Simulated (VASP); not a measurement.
# Si16O31 (a cell with a defect) in VASP: single point with PBE

Aim: the single point of Si16O31 (a cell with a defect) with PBE.

All numbers are computed with VASP 6.6.1; they aren't measurements. Logs are shortened: lines on timing, memory, paths and dates and some standing lists are left out, and cuts for length are marked.

### Step 1. The cell of the first run

The cell holds a defect, 47 atoms: a = 9.862 Å, b = 8.180 Å, c = 10.010 Å, α = 90.00°, β = 118.37°, γ = 90.00°.

### Step 2. Single point, PBE, collinear spin

File INCAR:

```
PREC = Accurate
ENCUT = 520
EDIFF = 1E-6
ISMEAR = -1
SIGMA = 0.02
LREAL = Auto
LASPH = True
NELM = 200
ALGO = Normal
ISIF = 2
LWAVE = False
LCHARG = False
ISPIN = 2
MAGMOM = 0 0 0 0 0 0 0 0 0 0 0 0 0 0 0 0 0 0 0 0 1 0 0 0 0 0 0 0 0 0 0 0 0 0 0 0 0 0 0 0 0 0 0 0 0 0 0
LORBIT = 11
GGA = PE
NELECT = 249.0
NBANDS = 158
GGA_COMPAT = False
```

File KPOINTS:

```
regular mesh
0
Gamma
  1 2 1
```

File POSCAR:

```
Si16O31
1.0
    9.8615670000      0.0000000000      0.0000000000
    0.0000000000      8.1797140000      0.0000000000
   -4.7560990000      0.0000000000      8.8080630000
Si O
16 31
Direct
    0.3167805162      0.9372903278      0.1684386770
    0.3273397339      0.5646154461      0.1601605922
    0.1765111309      0.4119664767      0.3325132709
    0.1627810878      0.0831129161      0.3427770901
    0.3277341421      0.9401898242      0.6671785615
    0.3480770306      0.5620014132      0.6577579363
    0.1802282418      0.4425784866      0.8262801596
    0.1616676420      0.0635730141      0.8346279122
    0.8338441417      0.9476271366      0.1826986577
    0.8441204806      0.5620517211      0.1662374462
    0.6567143498      0.4397631162      0.3203886423
    0.6456884965      0.0578237906      0.3362535439
    0.8238997679      0.9384458008      0.6669636010
    0.8433839490      0.5550127670      0.6530520311
    0.6841989452      0.4447022548      0.8353491202
    0.6665665147      0.0595346542      0.8490118048
    0.2970716211      1.0353938715      0.3031038207
    0.2671267537      0.7476438606      0.1694083885
    0.0043611679      0.4664608141      0.2862504963
    0.3077976065      0.4638788081      0.4980800428
    0.2239564277      0.4339599835      0.2010479771
    0.4973428772     -0.0475763486      0.2138868156
    0.2006753478      0.0196953952      0.0078365341
    0.2578432387      0.9368787724      0.7843769435
    0.3572304852      0.7557947830      0.6254203022
    0.0020349879      0.4744420950      0.7841665949
    0.2977208632      0.5210567997      0.9911850050
    0.2087491644      0.5316518895      0.6963975638
    0.2167221549      0.2489049579      0.8281360272
    0.4834534974      0.0471602934      0.7304729093
    0.1973030709      0.0323303164      0.5105210153
    0.7929787630      1.0121918766      0.3118196217
    0.8755751985      0.7545558704      0.2089898792
    0.5069372088      0.5518003827      0.2865598959
    0.7989762120      0.4773084363      0.4873979800
    0.7079333272      0.4840101157      0.1919150155
    0.6031048606      0.2500799592      0.3031790028
    0.9921130475      0.0460185278      0.2095481064
    0.6978372075     -0.0099403982      0.0143436558
    0.7661139524      0.9463428767      0.7943777063
    0.8626591536      0.7510050342      0.6450021277
    0.5068347874      0.4898579443      0.7930791429
    0.8058931905      0.5362809303      0.9917477683
    0.7072338085      0.5112388670      0.6949451625
    0.7165809625      0.2498694330      0.8612930812
    0.9785283272      0.0485393945      0.7212214933
    0.6871641477      0.0129774517      0.5093224572
```

Potentials or basis: VASP PAW PBE potentials, release 64 (Si, O).

The run is started by

```bash
$ cat potpaw_PBE.64/Si/POTCAR potpaw_PBE.64/O/POTCAR > POTCAR
$ mpirun -np 1 vasp_std > vasp.out
```

OUTCAR:

```text
PREC = Accurate
   ENCUT = 520
   EDIFF = 1E-6
   ISMEAR = -1
   LREAL = Auto
   LASPH = True
   NELM = 200
   ISIF = 2
   ISPIN = 2
   LORBIT = 11
   GGA = PE
   NELECT = 249.0

 ion  position               nearest neighbor table
   1  0.317  0.937  0.168-  23 1.61  22 1.62  18 1.63  17 1.66  12 3.02   4 3.05   2 3.05   8 3.12

   2  0.327  0.565  0.160-  27 1.61  34 1.62  18 1.63  21 1.66   3 3.03  11 3.04   1 3.05   7 3.11

   3  0.177  0.412  0.333-  19 1.60  20 1.60  21 1.60   4 2.70   2 3.03   6 3.12  10 3.14
   4  0.163  0.083  0.343-  17 1.60  31 1.60  38 1.60   3 2.70   1 3.05   9 3.06   5 3.09
   5  0.328  0.940  0.667-  30 1.61  24 1.62  25 1.63  31 1.66   8 3.02   4 3.09   6 3.10  16 3.11
[... 46 lines left out ...]
  46  0.979  0.049  0.721-   8 1.62  13 1.63
  47  0.687  0.013  0.509-  12 1.62  13 1.63

  LATTYP: Found a simple monoclinic cell.
 ALAT       =     9.8615670000
 B/A-ratio  =     0.8294537775
 C/A-ratio  =     1.0150635753
 COS(beta)  =    -0.4751291901

  Lattice vectors:

 A1 = (   9.8615670000,   0.0000000000,   0.0000000000)
 A2 = (   0.0000000000,   8.1797140000,   0.0000000000)
 A3 = (  -4.7560990000,   0.0000000000,   8.8080630000)

Analysis of symmetry for initial positions (statically):
=====================================================================
 Subroutine PRICEL returns:
 Original cell was already a primitive cell.

 Routine SETGRP: Setting up the symmetry group for a
 simple monoclinic supercell.

 Subroutine GETGRP returns: Found  1 space group operations
 (whereof  1 operations were pure point group operations)
 out of a pool of  4 trial point group operations.

The static configuration has the point symmetry C_1 .

Analysis of symmetry for dynamics (positions and initial velocities):
=====================================================================
 Subroutine PRICEL returns:
 Original cell was already a primitive cell.

 Routine SETGRP: Setting up the symmetry group for a
 simple monoclinic supercell.

 Subroutine GETGRP returns: Found  1 space group operations
 (whereof  1 operations were pure point group operations)
 out of a pool of  4 trial point group operations.

The dynamic configuration has the point symmetry C_1 .

Analysis of structural, dynamic, and magnetic symmetry:
=====================================================================
 Subroutine PRICEL returns:
 Original cell was already a primitive cell.

 Routine SETGRP: Setting up the symmetry group for a
 simple monoclinic supercell.

 Subroutine GETGRP returns: Found  1 space group operations
 (whereof  1 operations were pure point group operations)
 out of a pool of  4 trial point group operations.

The overall configuration has the point symmetry C_1 .

 Subroutine INISYM returns: Found  1 space group operations
 (whereof  1 operations are pure point group operations),
 and found     1 'primitive' translations

----------------------------------------------------------------------------------------

                                     Primitive cell

  volume of cell :     710.5006

  direct lattice vectors                    reciprocal lattice vectors
     9.861567000  0.000000000  0.000000000     0.101403763  0.000000000  0.054755096
     0.000000000  8.179714000  0.000000000     0.000000000  0.122253663  0.000000000
    -4.756099000  0.000000000  8.808063000     0.000000000  0.000000000  0.113532340

  length of vectors
     9.861567000  8.179714000 10.010117457     0.115242543  0.122253663  0.113532340

  position of ions in fractional coordinates (direct lattice)
     0.316780516  0.937290328  0.168438677
     0.327339734  0.564615446  0.160160592
     0.176511131  0.411966477  0.332513271
     0.162781088  0.083112916  0.342777090
     0.327734142  0.940189824  0.667178562
     0.348077031  0.562001413  0.657757936
[... 39 lines left out ...]
     0.978528327  0.048539394  0.721221493
     0.687164148  0.012977452  0.509322457

[... 78 lines left out ...]
  0.000000  0.000000  0.000000      1.000000
  0.000000  0.500000  0.000000      1.000000
   k-points           NKPTS =      2   k-points in BZ     NKDIM =      2   number of bands    NBANDS=    158
   number of dos      NEDOS =    301   number of ions     NIONS =     47
   total plane-waves  NPLWV = 409600
   dimension x,y,z NGX =    80 NGY =   64 NGZ =   80
   dimension x,y,z NGXF=   160 NGYF=  128 NGZF=  160
   ions per type =              16  31
   NGX,Y,Z   is equivalent  to a cutoff of  13.49, 13.01, 13.29 a.u.
   NGXF,Y,Z  is equivalent  to a cutoff of  26.97, 26.01, 26.57 a.u.
 SYSTEM =  unknown system
   PREC   = accura    normal or accurate (medium, high low for compatibility)
   ISTART =      0    job   : 0-new  1-cont  2-samecut
   ICHARG =      2    charge: 1-file 2-atom 10-const
   ISPIN  =      2    spin polarized calculation?
   LNONCOLLINEAR =      F non collinear calculations
   LSORBIT =      F    spin-orbit coupling
   LASPH  =      T    aspherical Exc in radial PAW
   ENCUT  =  520.0 eV  38.22 Ry    6.18 a.u.  18.34 15.21 18.61*2*pi/ulx,y,z
   NELM   =    200;   NELMIN=  2; NELMDL= -5     # of ELM steps
   EDIFF  = 0.1E-05   stopping-criterion for ELM
   LREAL  =      T    real-space projection
   EDIFFG = 0.1E-04   stopping-criterion for IOM
   NSW    =      0    number of steps for IOM
   IBRION =     -1    ionic relax: 0-MD 1-quasi-New 2-CG
   NFREE  =      0    steps in history (QN), initial steepest desc. (CG)
   ISIF   =      2    stress and relaxation
   ISYM   =      2    0-nonsym 1-usesym 2-fastsym
   POTIM  = 0.5000    time-step for ionic-motion
   TEBEG  =    0.0;   TEEND  =   0.0 temperature during run
   PSTRESS=    0.0 pullay stress
   NELECT =     249.0000    total number of electrons
   NUPDOWN=      -1.0000    fix difference up-down
   EMIN   =  10.00;   EMAX   =-10.00  energy-range for DOS
   EFERMI =   0.00;   METHOD = LEGACY
   ISMEAR =    -1;   SIGMA  =   0.02  broadening in eV -4-tet -1-fermi 0-gaus
   EFERMI_NEDOS =   21; number of points for ismear=-14 and -15
   IALGO  =     38    algorithm
   IMIX   =      4    mixing-type and parameters
     AMIX     =   0.40;   BMIX     =  1.00
     AMIX_MAG =   1.60;   BMIX_MAG =  1.00
  volume/ion in A,a.u.               =      15.12       102.01
  Fermi-wavevector in a.u.,A,eV,Ry     =   1.154214  2.181149 18.125827  1.332211
  Thomas-Fermi vector in A             =   2.290852
   LORBIT       =     11    0 simple, 1 ext, 2 COOP (PROOUT), +10 PAW based schemes
   GGA     = PE    functional components
   LHFCALC =     F    Hartree Fock is set to
   AEXX    =    0.0000 exact exchange contribution
   IVDW    =     0    specifies the selected vdW correction
   LEPSILON=     F    determine dielectric tensor
   LRPA    =     F    only Hartree local field effects (RPA)
 spin polarized calculation
  energy-cutoff  :      520.00
  volume of cell :      710.50
 maximum number of plane-waves:     19174
 NGX is ok and might be reduce to    80
   NGX = 37   NGY = 31   NGZ = 37

 number of electron     248.9999995 magnetization       1.0001021

 Free energy of the ion-electron system (eV)
  ---------------------------------------------------
  ext. energy  EPLUGINS =         0.00000000
  ---------------------------------------------------
  free energy    TOTEN  =      -370.22648000 eV

  energy without entropy =     -370.22648000  energy(sigma->0) =     -370.22648000

 E-fermi :   0.4500     XC(G=0):  -8.1630

 val. band max:       -0.0711250484   @ k =   0.0000   0.0000   0.0000
 cond. band min:       1.0836416276   @ k =   0.0000   0.0000   0.0000
 fundamental gap:      1.1547666761
 Fermi energy:         0.4500369001

 spin component 1

 k-point     1 :       0.0000    0.0000    0.0000
  band No.  band energies     occupation
      1     -19.6538      1.00000
      2     -19.3877      1.00000
      3     -19.1772      1.00000
      4     -19.1651      1.00000
      5     -19.0446      1.00000
      6     -18.7777      1.00000
[... 267 lines left out ...]
    135       8.1342      0.00000
    136       8.1404      0.00000
 Fermi energy:         0.4500369001

 spin component 2

 k-point     1 :       0.0000    0.0000    0.0000
  band No.  band energies     occupation
      1     -19.6052      1.00000
      2     -19.3261      1.00000
      3     -19.1517      1.00000
      4     -19.1388      1.00000
      5     -19.0167      1.00000
      6     -18.7351      1.00000
[... 267 lines left out ...]
    135       8.1484      0.00000
    136       8.1565      0.00000
 [bands above 136 left out]

------------------------ aborting loop because EDIFF is reached ----------------------------------------

  FORCE on cell =-STRESS in cart. coord.  units (eV):
  Direction    XX          YY          ZZ          XY          YZ          ZX
  --------------------------------------------------------------------------------------
  -------------------------------------------------------------------------------------
  Total        1.5984367     -7.2889952     -5.1775483      0.2474546      0.6090112     -3.3158904
  in kB        3.6044713    -16.4366680    -11.6753600      0.5580096      1.3733190     -7.4773256
  external PRESSURE =      -8.1691856 kB  Pullay stress =       0.0000000 kB

 VOLUME and BASIS-vectors are now :
 -----------------------------------------------------------------------------
  energy-cutoff  :      520.00
  volume of cell :      710.50
      direct lattice vectors                 reciprocal lattice vectors
     9.861567000  0.000000000  0.000000000     0.101403763  0.000000000  0.054755096
     0.000000000  8.179714000  0.000000000     0.000000000  0.122253663  0.000000000
    -4.756099000  0.000000000  8.808063000     0.000000000  0.000000000  0.113532340

 POSITION                                       TOTAL-FORCE (eV/Angst)
 -----------------------------------------------------------------------------------
      2.32284      7.66677      1.48362        -0.024428      0.011463      0.003388
      2.46634      4.61839      1.41070        -0.015305     -0.000901     -0.004340
      0.15921      3.36977      2.92880        -0.011136     -0.069903      0.010627
     -0.02501      0.67984      3.01920        -0.004713      0.072453      0.003935
      0.05880      7.69048      5.87655         0.004674      0.010482     -0.023174
      0.30422      4.59701      5.79357         0.012478     -0.000390     -0.025918
[... 39 lines left out ...]
      6.21962      0.39704      6.35256        -0.005282     -0.009291     -0.001001
      4.35413      0.10615      4.48614         0.011802     -0.002532     -0.000047
 -----------------------------------------------------------------------------------
    total drift:                                0.000839      0.005081     -0.006420

  FREE ENERGIE OF THE ION-ELECTRON SYSTEM (eV)
  ---------------------------------------------------
  free  energy   TOTEN  =      -370.2264800019 eV

  energy  without entropy=     -370.2264800019  energy(sigma->0) =     -370.22648000

 total charge

# of ion       s       p       d       tot
------------------------------------------
    1        0.641   0.975   0.000   1.616
    2        0.640   0.975   0.000   1.615
    3        0.663   0.957   0.000   1.620
    4        0.668   0.958   0.000   1.626
    5        0.638   0.971   0.000   1.609
    6        0.638   0.971   0.000   1.609
[... 39 lines left out ...]
   46        1.547   3.689   0.000   5.236
   47        1.548   3.683   0.000   5.230
--------------------------------------------------
tot         58.281 129.636   0.000 187.916

 magnetization (x)

# of ion       s       p       d       tot
------------------------------------------
    1        0.001   0.002   0.000   0.003
    2        0.001   0.003   0.000   0.004
    3        0.031   0.059   0.000   0.090
    4        0.029   0.058   0.000   0.086
    5        0.001   0.001   0.000   0.002
    6        0.001   0.002   0.000   0.002
[... 39 lines left out ...]
   46        0.000   0.000   0.000   0.000
   47        0.000   0.000   0.000   0.000
--------------------------------------------------
tot          0.095   0.440   0.000   0.535
```

Run time: 14 min. Hardware: 1 thread of Intel Xeon Platinum 8488C (Sapphire Rapids), shared host; peak memory 1.2 GiB.

What came out:

- Free energy: -370.2265 eV
- Largest force: 0.073 eV/Å
- Net moment: 1.00 μB per cell
- Site moments: Si +0.00, +0.09, -0.00 (each value once); O +0.06, +0.01, +0.05, +0.04, +0.00, -0.00 (each value once) μB
- Valence electrons inside the program's atomic spheres: Si 1.62, 1.61, 1.63 (each value once); O 5.21, 5.22, 5.24, 5.23 (each value once)

Forces on the atoms (eV/Å):
```
Si  -0.024  0.011  0.003
Si  -0.015 -0.001 -0.004
Si  -0.011 -0.070  0.011
Si  -0.005  0.072  0.004
Si   0.005  0.010 -0.023
Si   0.012  0.000 -0.026
Si   0.010  0.002  0.004
Si  -0.008  0.009  0.012
Si   0.030 -0.011  0.027
Si   0.019  0.011  0.031
Si  -0.005 -0.017 -0.030
Si  -0.010  0.006  0.002
Si   0.002 -0.005 -0.001
Si   0.013  0.001 -0.017
Si   0.012 -0.005  0.020
Si  -0.007  0.009  0.015
O    0.027 -0.021 -0.029
O    0.009 -0.002  0.004
O   -0.017  0.028 -0.039
O   -0.010  0.016  0.032
O    0.010  0.003 -0.002
O    0.007  0.008  0.010
O    0.018 -0.005 -0.011
O   -0.011  0.003  0.008
O   -0.006  0.001  0.000
O    0.003  0.003 -0.008
O   -0.008 -0.002 -0.008
O    0.001 -0.010  0.001
O   -0.009  0.004  0.010
O    0.004 -0.015  0.014
O    0.004 -0.003  0.009
O   -0.016  0.003 -0.015
O   -0.025 -0.008 -0.032
O    0.011 -0.010 -0.005
O   -0.014  0.007 -0.001
O    0.000  0.003  0.035
O    0.031  0.013  0.023
O   -0.021 -0.015  0.001
O    0.014  0.001 -0.011
O    0.006  0.009 -0.009
O   -0.009 -0.007  0.012
O    0.018  0.002 -0.004
O   -0.017 -0.019 -0.001
O    0.009 -0.004  0.007
O   -0.033  0.004 -0.019
O   -0.005 -0.009 -0.001
O    0.012 -0.003  0.000
```

Caveat: the k points lie up to 0.72 Å⁻¹ apart; the cell carries a net charge on a neutralising background, which shifts energy and pressure; the cell is charged against a uniform background, so pressure and absolute levels hang on convention.
